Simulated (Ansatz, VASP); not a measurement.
# Ca2ZrSe4 in VASP and in Ansatz

```xyz
7
Lattice="4.0398 0.0000 0.0000 0.0000 5.8470 4.2430 0.0000 -5.8470 4.2430" Properties=species:S:1:pos:R:3 pbc="T T T"
Ca    2.0199   -2.9208    4.6338
Ca    2.0199    2.9208    4.6338
Zr    0.0000    0.0000    2.5058
Se    0.0000    2.7254    2.5116
Se    2.0199    0.0000    4.3689
Se    2.0199    0.0000    0.6437
Se    0.0000   -2.7254    2.5116
```

Change from the starting cell: species swapped into the MnCu2Cl4 type (Amm2, No. 38).

Alike in both runs: functional PBE; k mesh 3 × 2 × 2; occupations gaussian, width 0.15 eV; no spin polarisation.

Ansatz relaxed the structure, and its values are those at the end. VASP's run is a single point on that final structure, the one shown.

|  | VASP | Ansatz |
| --- | --- | --- |
| version | VASP 6.6.1 | Ansatz 0.2.0 |
| potentials or method | VASP PAW PBE potentials, release 64 (Ca_sv, Zr_sv, Se), cutoff 520 eV | scalar-relativistic, plane waves, PAW |
| valence electrons in the cell | 56 | 96 |

|  | VASP | Ansatz | Ansatz less VASP |
| --- | --- | --- | --- |
| gap on the k mesh at the Fermi level (eV) | 1.07 | 1.08 | +0.005 |
| least direct gap on the mesh (eV) | 1.07 | 1.08 | +0.005 |
| pressure (GPa) | 0.2 | 0.0 | -0.13 |
| rms of the force components (eV/Å) | 0.003 | 0.005 | +0.0016 |

With one functional, cell and mesh, what is left measures potentials, basis and numerics. VASP's potentials hold 56 valence electrons a cell and Ansatz's 96, so a difference there can come from the potentials and not from the codes.

The k mesh is coarse, so the values compare programs but aren't converged.
